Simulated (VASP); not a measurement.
# KBr (Fm-3m) in VASP: notebook

Runs on KBr. Level: PBEsol. Tasks: single point.

Program: VASP 6.6.1. These are calculated values, not measurements. Logs are shortened: lines on timing, memory, paths and dates and some standing lists are left out, and cuts for length are marked.

## (1) The cell of the first run

It takes space group Fm-3m (No. 225, cubic). Conventional cell: a = 6.600 Å, b = 6.600 Å, c = 6.600 Å, α = 90.00°, β = 90.00°, γ = 90.00°. Within 4.3 Å of Br (site symmetry m-3m) lie 6 K at 3.30 Å. K (site symmetry m-3m) has 6 Br at 3.30 Å within 4.3 Å.

## (2) Single point, PBEsol

Contents of INCAR:

```
PREC     = Accurate       # precision mode
ENCUT    = 520            # plane-wave cutoff, eV
EDIFF    = 1E-7           # SCF threshold, eV
ISMEAR   = -1             # smearing method
SIGMA    = 0.05           # smearing width, eV
LREAL    = False          # projectors in reciprocal space
LASPH    = True           # aspherical terms in the spheres
NELM     = 100            # most SCF steps
ALGO     = Normal         # electronic algorithm
ISIF     = 2              # what is computed and relaxed
LWAVE    = False          # write WAVECAR
LCHARG   = False          # write CHGCAR
GGA      = PS             # functional
NBANDS   = 15             # bands
```

Contents of KPOINTS:

```
regular mesh
0
Gamma
  7 7 7
```

Contents of POSCAR:

```
KBr
1.0
    0.0000000000      3.3000000000      3.3000000000
    3.3000000000      0.0000000000      3.3000000000
    3.3000000000      3.3000000000      0.0000000000
Br K
1 1
Direct
    0.5000000000      0.5000000000      0.5000000000
    0.0000000000      0.0000000000      0.0000000000
```

Potentials or basis: VASP PAW PBE potentials, release 64 (Br, K_sv).

The run is started by

```console
$ cat potpaw_PBE.64/Br/POTCAR potpaw_PBE.64/K_sv/POTCAR > POTCAR
$ mpirun -np 1 vasp_std > vasp.out
```

OUTCAR:

```text
PREC = Accurate
   ENCUT = 520
   EDIFF = 1E-7
   ISMEAR = -1
   LREAL = False
   LASPH = True
   NELM = 100
   ISIF = 2
   GGA = PS

 ion  position               nearest neighbor table
   1  0.500  0.500  0.500-   2 3.30   2 3.30   2 3.30   2 3.30   2 3.30   2 3.30
   2  0.000  0.000  0.000-   1 3.30   1 3.30   1 3.30   1 3.30   1 3.30   1 3.30

  LATTYP: Found a face centered cubic cell.
 ALAT       =     6.6000000000

  Lattice vectors:

 A1 = (   0.0000000000,   3.3000000000,   3.3000000000)
 A2 = (   3.3000000000,   0.0000000000,   3.3000000000)
 A3 = (   3.3000000000,   3.3000000000,   0.0000000000)

Analysis of symmetry for initial positions (statically):
=====================================================================
 Subroutine PRICEL returns:
 Original cell was already a primitive cell.

 Routine SETGRP: Setting up the symmetry group for a
 face centered cubic supercell.

 Subroutine GETGRP returns: Found 48 space group operations
 (whereof 48 operations were pure point group operations)
 out of a pool of 48 trial point group operations.

The static configuration has the point symmetry O_h .

Analysis of symmetry for dynamics (positions and initial velocities):
=====================================================================
 Subroutine PRICEL returns:
 Original cell was already a primitive cell.

 Routine SETGRP: Setting up the symmetry group for a
 face centered cubic supercell.

 Subroutine GETGRP returns: Found 48 space group operations
 (whereof 48 operations were pure point group operations)
 out of a pool of 48 trial point group operations.

The dynamic configuration has the point symmetry O_h .

 Subroutine INISYM returns: Found 48 space group operations
 (whereof 48 operations are pure point group operations),
 and found     1 'primitive' translations

----------------------------------------------------------------------------------------

                                     Primitive cell

  volume of cell :      71.8740

  direct lattice vectors                    reciprocal lattice vectors
     0.000000000  3.300000000  3.300000000    -0.151515152  0.151515152  0.151515152
     3.300000000  0.000000000  3.300000000     0.151515152 -0.151515152  0.151515152
     3.300000000  3.300000000  0.000000000     0.151515152  0.151515152 -0.151515152

  length of vectors
     4.666904756  4.666904756  4.666904756     0.262431941  0.262431941  0.262431941

  position of ions in fractional coordinates (direct lattice)
     0.500000000  0.500000000  0.500000000
     0.000000000  0.000000000  0.000000000

  ion indices of the primitive-cell ions
   primitive index   ion index
                 1           1
                 2           2

----------------------------------------------------------------------------------------

 KPOINTS: regular mesh

Automatic generation of k-mesh.
 Grid dimensions read from file:
 generate k-points for:    7    7    7

 Generating k-lattice:

  Cartesian coordinates                     Fractional coordinates (reciprocal lattice)
    -0.021645022  0.021645022  0.021645022     0.142857143  0.000000000  0.000000000
     0.021645022 -0.021645022  0.021645022     0.000000000  0.142857143  0.000000000
     0.021645022  0.021645022 -0.021645022     0.000000000  0.000000000  0.142857143

  Length of vectors
     0.037490277  0.037490277  0.037490277

  Shift w.r.t. Gamma in fractional coordinates (k-lattice)
     0.000000000  0.000000000  0.000000000

 Subroutine IBZKPT returns following result:
 ===========================================

 Found     20 irreducible k-points:

 Following reciprocal coordinates:
            Coordinates               Weight
  0.000000  0.000000  0.000000      1.000000
  0.142857  0.000000  0.000000      8.000000
  0.285714  0.000000  0.000000      8.000000
  0.428571  0.000000  0.000000      8.000000
  0.142857  0.142857  0.000000      6.000000
  0.285714  0.142857  0.000000     24.000000
[... 12 lines left out ...]
 -0.428571  0.428571  0.142857     24.000000
 -0.285714  0.428571  0.142857     24.000000
   k-points           NKPTS =     20   k-points in BZ     NKDIM =     20   number of bands    NBANDS=     15
   number of dos      NEDOS =    301   number of ions     NIONS =      2
   total plane-waves  NPLWV =  46656
   dimension x,y,z NGX =    36 NGY =   36 NGZ =   36
   dimension x,y,z NGXF=    72 NGYF=   72 NGZF=   72
   ions per type =               1   1
   NGX,Y,Z   is equivalent  to a cutoff of  12.82, 12.82, 12.82 a.u.
   NGXF,Y,Z  is equivalent  to a cutoff of  25.65, 25.65, 25.65 a.u.
 SYSTEM =  unknown system
   PREC   = accura    normal or accurate (medium, high low for compatibility)
   ISTART =      0    job   : 0-new  1-cont  2-samecut
   ICHARG =      2    charge: 1-file 2-atom 10-const
   ISPIN  =      1    spin polarized calculation?
   LNONCOLLINEAR =      F non collinear calculations
   LSORBIT =      F    spin-orbit coupling
   LASPH  =      T    aspherical Exc in radial PAW
   ENCUT  =  520.0 eV  38.22 Ry    6.18 a.u.   8.68  8.68  8.68*2*pi/ulx,y,z
   NELM   =    100;   NELMIN=  2; NELMDL= -5     # of ELM steps
   EDIFF  = 0.1E-06   stopping-criterion for ELM
   LREAL  =      F    real-space projection
   EDIFFG = 0.1E-05   stopping-criterion for IOM
   NSW    =      0    number of steps for IOM
   IBRION =     -1    ionic relax: 0-MD 1-quasi-New 2-CG
   NFREE  =      0    steps in history (QN), initial steepest desc. (CG)
   ISIF   =      2    stress and relaxation
   ISYM   =      2    0-nonsym 1-usesym 2-fastsym
   POTIM  = 0.5000    time-step for ionic-motion
   TEBEG  =    0.0;   TEEND  =   0.0 temperature during run
   PSTRESS=    0.0 pullay stress
   NELECT =      16.0000    total number of electrons
   NUPDOWN=      -1.0000    fix difference up-down
   EMIN   =  10.00;   EMAX   =-10.00  energy-range for DOS
   EFERMI =   0.00;   METHOD = LEGACY
   ISMEAR =    -1;   SIGMA  =   0.05  broadening in eV -4-tet -1-fermi 0-gaus
   EFERMI_NEDOS =   21; number of points for ismear=-14 and -15
   IALGO  =     38    algorithm
   IMIX   =      4    mixing-type and parameters
     AMIX     =   0.40;   BMIX     =  1.00
     AMIX_MAG =   1.60;   BMIX_MAG =  1.00
  volume/ion in A,a.u.               =      35.94       242.51
  Fermi-wavevector in a.u.,A,eV,Ry     =   0.992181  1.874950 13.393889  0.984423
  Thomas-Fermi vector in A             =   2.123975
   LORBIT       =      0    0 simple, 1 ext, 2 COOP (PROOUT), +10 PAW based schemes
   GGA     = PS    functional components
   LHFCALC =     F    Hartree Fock is set to
   AEXX    =    0.0000 exact exchange contribution
   IVDW    =     0    specifies the selected vdW correction
   LEPSILON=     F    determine dielectric tensor
   LRPA    =     F    only Hartree local field effects (RPA)
 non-spin polarized calculation
  energy-cutoff  :      520.00
  volume of cell :       71.87
 maximum number of plane-waves:      1948
   NGX = 17   NGY = 17   NGZ = 17

 number of electron      15.9999997 magnetization

 Free energy of the ion-electron system (eV)
  ---------------------------------------------------
  ext. energy  EPLUGINS =         0.00000000
  ---------------------------------------------------
  free energy    TOTEN  =        -6.45880877 eV

  energy without entropy =       -6.45880877  energy(sigma->0) =       -6.45880877

 E-fermi :  -0.6804     XC(G=0):  -7.5455

 val. band max:       -1.8264788345   @ k =   0.0000   0.0000   0.0000
 cond. band min:       2.4523018958   @ k =   0.0000   0.0000   0.0000
 fundamental gap:      4.2787807302
 Fermi energy:        -0.6803925851

 k-point     1 :       0.0000    0.0000    0.0000
  band No.  band energies     occupation
      1     -29.4388      2.00000
      2     -14.1328      2.00000
      3     -12.9814      2.00000
      4     -12.9814      2.00000
      5     -12.9814      2.00000
      6      -1.8265      2.00000
      7      -1.8265      2.00000
      8      -1.8265      2.00000
      9       2.4523      0.00000
     10       5.7024      0.00000
     11       5.7024      0.00000
     12       5.7024      0.00000
     13       6.5406      0.00000
     14       6.5406      0.00000
     15       9.5650      0.00000

 k-point     2 :       0.1429    0.0000    0.0000
  band No.  band energies     occupation
      1     -29.4377      2.00000
      2     -14.1675      2.00000
      3     -12.9825      2.00000
      4     -12.9825      2.00000
      5     -12.9336      2.00000
      6      -2.1186      2.00000
      7      -1.8951      2.00000
      8      -1.8951      2.00000
      9       2.9598      0.00000
     10       5.5669      0.00000
     11       5.9450      0.00000
     12       5.9450      0.00000
     13       6.8071      0.00000
     14       6.8071      0.00000
     15      10.2977      0.00000

 k-point     3 :       0.2857    0.0000    0.0000
  band No.  band energies     occupation
      1     -29.4352      2.00000
      2     -14.2372      2.00000
      3     -12.9849      2.00000
      4     -12.9849      2.00000
      5     -12.8338      2.00000
      6      -2.6435      2.00000
      7      -2.0412      2.00000
      8      -2.0412      2.00000
      9       3.9574      0.00000
     10       5.6270      0.00000
     11       6.6104      0.00000
     12       6.6104      0.00000
     13       7.5225      0.00000
     14       7.5225      0.00000
     15      10.0137      0.00000
[... 271 lines left out ...]
 k-point    19 :      -0.4286    0.4286    0.1429
  band No.  band energies     occupation
      1     -29.4315      2.00000
      2     -14.1116      2.00000
      3     -13.0456      2.00000
      4     -13.0274      2.00000
      5     -12.9301      2.00000
      6      -2.6238      2.00000
      7      -2.2445      2.00000
      8      -2.2334      2.00000
      9       4.5190      0.00000
     10       5.6538      0.00000
     11       6.6749      0.00000
     12       7.6887      0.00000
     13       7.9147      0.00000
     14       8.7708      0.00000
     15       9.2374      0.00000

 k-point    20 :      -0.2857    0.4286    0.1429
  band No.  band energies     occupation
      1     -29.4313      2.00000
      2     -14.1367      2.00000
      3     -13.0511      2.00000
      4     -13.0265      2.00000
      5     -12.8894      2.00000
      6      -2.5173      2.00000
      7      -2.4675      2.00000
      8      -2.2541      2.00000
      9       5.1101      0.00000
     10       5.8443      0.00000
     11       6.4160      0.00000
     12       7.1401      0.00000
     13       8.5940      0.00000
     14       8.6368      0.00000
     15       9.4048      0.00000

------------------------ aborting loop because EDIFF is reached ----------------------------------------

  FORCE on cell =-STRESS in cart. coord.  units (eV):
  Direction    XX          YY          ZZ          XY          YZ          ZX
  --------------------------------------------------------------------------------------
  -------------------------------------------------------------------------------------
  Total       -0.1265188     -0.1265188     -0.1265188      0.0000000     -0.0000000      0.0000000
  in kB       -2.8202901     -2.8202901     -2.8202901      0.0000000     -0.0000000      0.0000000
  external PRESSURE =      -2.8202901 kB  Pullay stress =       0.0000000 kB

 VOLUME and BASIS-vectors are now :
 -----------------------------------------------------------------------------
  energy-cutoff  :      520.00
  volume of cell :       71.87
      direct lattice vectors                 reciprocal lattice vectors
     0.000000000  3.300000000  3.300000000    -0.151515152  0.151515152  0.151515152
     3.300000000  0.000000000  3.300000000     0.151515152 -0.151515152  0.151515152
     3.300000000  3.300000000  0.000000000     0.151515152  0.151515152 -0.151515152

 POSITION                                       TOTAL-FORCE (eV/Angst)
 -----------------------------------------------------------------------------------
      3.30000      3.30000      3.30000         0.000000      0.000000      0.000000
      0.00000      0.00000      0.00000        -0.000000     -0.000000      0.000000
 -----------------------------------------------------------------------------------
    total drift:                                0.000000      0.000000      0.000000

  FREE ENERGIE OF THE ION-ELECTRON SYSTEM (eV)
  ---------------------------------------------------
  free  energy   TOTEN  =        -6.4588087693 eV

  energy  without entropy=       -6.4588087692  energy(sigma->0) =       -6.45880877
```

Wall time 32 s (1 thread of AMD EPYC 7R43 (Zen 3), shared host); peak memory 0.17 GiB.

What came out:

| Item | Value |
| --- | --- |
| Free energy | -6.4588 eV |
| Pressure | -0.3 GPa |
| Band gap on the k mesh | 4.28 eV, direct |

Caveat: the PAW data sets were made with another functional, which shifts forces and pressure a little. PBEsol gaps usually lie below the measured ones, often by a third to a half.

(Continued in part 2 of 2.)
